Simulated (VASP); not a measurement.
Runs of VASP 6.6.1 on AsPt. The structure is that of space group F-43m (No. 216), or close to it. The cells are those of the table. 

| cell | gap on the mesh (eV) | pressure (GPa) |
| --- | --- | --- |
| a = 4.069 Å, angles 60.0°, 2 atoms | none | -6.1 |
| a = 4.030 Å, angles 60.0°, 2 atoms | none | (c) |
| a = 3.951 Å, angles 60.0°, 2 atoms | none | 2.3 |
| a = 4.004 Å, angles 60.0°, 2 atoms | none | (a) |
| a = 3.904 Å, angles 60.0°, 2 atoms | none | 7.0 |
| a = 3.978 Å, angles 60.0°, 2 atoms | none | (b) |
| a = 3.924 Å, angles 60.0°, 2 atoms | none | 4.9 |
| a = 4.107 Å, angles 60.0°, 2 atoms | none | -8.1 |

Alike in all rows: task single point; level PBE; potentials or basis VASP PAW PBE potentials, release 64 (Pt, As); no spin polarisation; k mesh 12 × 12 × 12; cutoff (eV) 520; smearing gaussian 0.05 eV.

Question: Estimate the missing entries.

Answer: (a) -2.1; (b) 0.0; (c) -3.8.

Caveats: spin-orbit coupling is left out, which moves the levels of the heavy elements.

A k mesh can miss the band edges, and the runs leave out spin-orbit coupling on As, Pt.

A gap of «none» marks levels without a gap at the run's occupations.
